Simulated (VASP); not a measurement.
# TaGe4: relaxation of cell and atoms with PBE

Crystal: TaGe4.

```xyz
5
Lattice="-3.7874 3.7874 1.6938 3.7874 -3.7874 1.6938 3.7874 3.7874 -1.6938" Properties=species:S:1:pos:R:3 pbc="T T T"
Ta    0.0000    0.0000    1.6938
Ge    3.0300    1.5150    1.6938
Ge   -1.5150    3.0300    1.6938
Ge    5.3024    0.7575    0.0000
Ge    0.7575    2.2725    0.0000
```

| Item | Value |
| --- | --- |
| Program | VASP 6.6.1 |
| Task | relaxation of cell and atoms |
| Functional | PBE |
| Potentials or basis | VASP PAW PBE potentials, release 64 (Ta_pv, Ge_d) |
| Cutoff | 600 eV |
| k mesh | 6 × 6 × 6 |
| Occupations | gaussian, width 0.1 eV |
| Spin | no spin polarisation |
| Dipole correction | no |
| Further INCAR settings | ALGO = Normal; EDIFF = 1e-06; IBRION = 2; EDIFFG = -0.04; NSW = 90; ISIF = 3 |

```json
{
 "Relaxed volume": "17.24 Å³/atom",
 "Relaxed cell": "a = 5.144 Å, b = 5.144 Å, c = 5.144 Å, α = 97.67°, β = 97.67°, γ = 137.13°",
 "Space group after relaxing (to 0.05 Å)": "I4/m (No. 87)",
 "Energy gained by relaxing": "140.3 meV/atom",
 "Ionic steps": "14",
 "Pressure after relaxing": "0.2 GPa",
 "Largest force after relaxing": "0.003 eV/Å"
}
```

Forces in eV/Å, atoms in the order of the input:
```
Ta   0.000  0.000  0.000
Ge   0.000 -0.003  0.000
Ge   0.003  0.000  0.000
Ge  -0.003  0.000  0.000
Ge   0.000  0.003  0.000
```

Step by step:
| step | energy change (eV) | largest force (eV/Å) | pressure (GPa) | volume (Å³) |
| --- | --- | --- | --- | --- |
| 1 | 0.0000 | 0.5190 | -8.11 | 97.19 |
| 2 | -0.2547 | 0.3577 | 5.55 | 83.99 |
| 3 | -0.3034 | 0.3609 | 0.90 | 87.41 |
| 4 | -0.3882 | 0.3159 | 1.11 | 87.09 |
| 5 | -0.5862 | 0.3304 | 2.21 | 85.81 |
| 6 | -0.1642 | 1.1525 | 11.06 | 81.96 |
| 7 | -0.5981 | 0.4821 | 3.31 | 85.10 |
| 8 | -0.6342 | 0.3674 | -0.45 | 88.07 |
| 9 | -0.6342 | 0.3711 | -0.40 | 87.98 |
| 10 | -0.6544 | 0.3101 | -0.38 | 87.70 |
| 11 | -0.6911 | 0.1079 | 0.09 | 86.87 |
| 12 | -0.6946 | 0.0417 | -0.02 | 86.54 |
| 13 | -0.6986 | 0.0303 | -0.06 | 86.44 |
| 14 | -0.7015 | 0.0031 | 0.23 | 86.21 |

Final structure:
```xyz
5
Lattice="-3.3860 3.3860 1.8798 3.3860 -3.3860 1.8798 3.3860 3.3860 -1.8798" Properties=species:S:1:pos:R:3 pbc="T T T"
Ta    0.0000    0.0000    1.8798
Ge    2.5771    1.3200    1.8798
Ge   -1.3200    2.5771    1.8798
Ge    4.7059    0.8089    0.0000
Ge    0.8089    2.0660    0.0000
```

Levels at points of the mesh, in eV from the Fermi level:
| k point | band 30 | band 31 | band 32 | band 33 | band 34 | band 35 | band 36 | band 37 |
| --- | --- | --- | --- | --- | --- | --- | --- | --- |
| (0.00, 0.00, 0.00) | -2.31 | -2.31 | -2.02 | -0.72 | -0.72 | 0.12 | 0.20 | 2.65 |
| (0.50, 0.00, 0.00) | -3.75 | -2.63 | -2.11 | -0.44 | -0.19 | 0.61 | 1.11 | 1.80 |
| (0.50, 0.50, 0.00) | -3.05 | -2.01 | -0.87 | -0.55 | -0.18 | 1.10 | 1.42 | 2.49 |
| (0.50, 0.50, 0.50) | -1.28 | -0.47 | -0.47 | 0.16 | 0.17 | 1.04 | 1.04 | 1.82 |

It took 24 min on 1 thread of AMD EPYC 9R45 96-Core Processor (Zen 5), on a shared host, peak memory 0.4 GiB.

Caveat: spin-orbit coupling is left out, which moves the levels of the heavy elements.
